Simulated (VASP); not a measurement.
Here is a VASP 6.6.1 calculation.

Contents of POSCAR:

```
AlN
1.0
    0.0000000000      1.9454430971      1.9454430971
    1.9454430971      0.0000000000      1.9454430971
    1.9454430971      1.9454430971      0.0000000000
Al N
1 1
Direct
    0.0000000000      0.0000000000      0.0000000000
    0.5000000000      0.5000000000      0.5000000000
```

File INCAR.step1:

```
SYSTEM = AlN
  PREC = Accurate
  ENCUT = 660
  ISMEAR = 0
  SIGMA = 0.01
  LREAL = .FALSE.
  LASPH = .TRUE.
  NELM = 120
  NBANDS = 11
  GGA = PE
  ALGO = Normal
  EDIFF = 1E-5
  LWAVE = .TRUE.
  LCHARG = .FALSE.
  GGA_COMPAT = .FALSE.
```

INCAR.step2

```
SYSTEM = AlN
  PREC = Accurate
  ENCUT = 660
  EDIFF = 1E-6
  ISMEAR = 0
  SIGMA = 0.01
  LREAL = .FALSE.
  LASPH = .TRUE.
  NELM = 120
  ALGO = Normal
  ISIF = 2
  LWAVE = .FALSE.
  LCHARG = .FALSE.
  METAGGA = R2SCAN
  LMIXTAU = .TRUE.
  NBANDS = 11
  ISTART = 1
  GGA_COMPAT = .FALSE.
```

The input KPOINTS:

```
Automatic mesh
0
G
  10 10 10
  0 0 0
```

Potentials or basis: VASP PAW PBE potentials, release 64 (Al, N).

Command:

```sh
$ cat potpaw_PBE.64/Al/POTCAR potpaw_PBE.64/N/POTCAR > POTCAR
$ cp INCAR.step1 INCAR
$ mpirun -np 1 vasp_std > vasp.out
$ cp INCAR.step2 INCAR
$ mpirun -np 1 vasp_std > vasp.out
```

(1) What does it give for the pressure?

(2) What does it give for the band gap on the k mesh?

Results:

(1) 37.4 GPa.

(2) 5.77 eV, indirect (least direct gap 8.35 eV).

Caveat: the PAW data sets were made with another functional, which shifts forces and pressure a little.
